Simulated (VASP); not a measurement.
Input of a VASP 6.6.1 run:

INCAR

```
SYSTEM = AlNi
  ALGO = Fast
  EDIFF = 1E-7
  ENCUT = 520
  GGA = PS
  ISIF = 2
  ISMEAR = -1
  ISPIN = 2
  LASPH = .TRUE.
  LCHARG = .TRUE.
  LELF = .TRUE.
  LMAXMIX = 4
  LORBIT = 11
  LREAL = .FALSE.
  LVHAR = .TRUE.
  LWAVE = .FALSE.
  MAGMOM = 1 0
  NBANDS = 18
  NELM = 150
  PREC = Accurate
  SIGMA = 0.05
```

Contents of KPOINTS:

```
k-points
0
G
  10 10 9
  0 0 0
```

File POSCAR:

```
AlNi
1.0
    1.9256822388     -1.9400810963      0.0000000000
    1.9256822388      1.9400810963      0.0000000000
    0.0000000000      0.0000000000      3.0786278706
Ni Al
1 1
Direct
    0.5000000000      0.5000000000      0.5000000000
    0.0000000000      0.0000000000      0.0000000000
```

Potentials or basis: VASP PAW PBE potentials, release 64 (Ni, Al).

Run with:

```bash
$ cat potpaw_PBE.64/Ni/POTCAR potpaw_PBE.64/Al/POTCAR > POTCAR
$ mpirun -np 1 vasp_std > vasp.out
```

Task: Predict the net moment.

Result: 0.00 μB per cell.

Task: Estimate the pressure.

Result: 4.4 GPa.

Stress tensor (GPa, compression positive):
```
 7.81  0.00  0.00
 0.00  6.05  0.00
 0.00  0.00 -0.76
```

Caveat: the stress differs along the axes, from -1 to 8 GPa; the moments typed at the start vanished in this run; the PAW data sets were made with another functional, which shifts forces and pressure a little.
